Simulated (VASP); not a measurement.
Crystal: Pd.

```xyz
1
Lattice="0.0000 1.9418 1.9418 1.9418 0.0000 1.9418 1.9418 1.9418 0.0000" Properties=species:S:1:pos:R:3 pbc="T T T"
Pd    0.0000    0.0000    0.0000
```

Base run:

| Quantity | Value |
| --- | --- |
| Program | VASP 6.6.1 |
| Functional | r2SCAN |
| Dispersion | D3(BJ) |
| Potentials or basis | VASP PAW PBE potentials, release 64 (Pd_sv_GW) |
| Cutoff | 590 eV |
| k mesh | 12 × 12 × 12 |
| Occupations | fermi-dirac, width 0.05 eV |
| Spin | no spin polarisation |

Its results: band gap on the k mesh zero (band 9 reaches 8.67 eV, above the bottom of band 10 at 6.98 eV); pressure -1.3 GPa.

Question: The run is repeated on the same cell with these changes: potentials or basis from VASP PAW PBE potentials, release 64 (Pd_sv_GW) to VASP PAW PBE potentials, release 64 (Pd); cutoff from 590 eV to 520 eV; further incar settings from ALGO = Normal; EDIFF = 1e-06; NBANDS = 15 to ALGO = Normal; EDIFF = 1e-06; NBANDS = 11; valence electrons from 18 to 10. What comes out?

Answer: Band gap on the k mesh zero (band 5 reaches 10.04 eV, above the bottom of band 6 at 8.34 eV); pressure 0.7 GPa.

Caveats: the PAW data sets were made with another functional, which shifts forces and pressure a little; pairwise dispersion overbinds metals, which lowers pressure and volume.
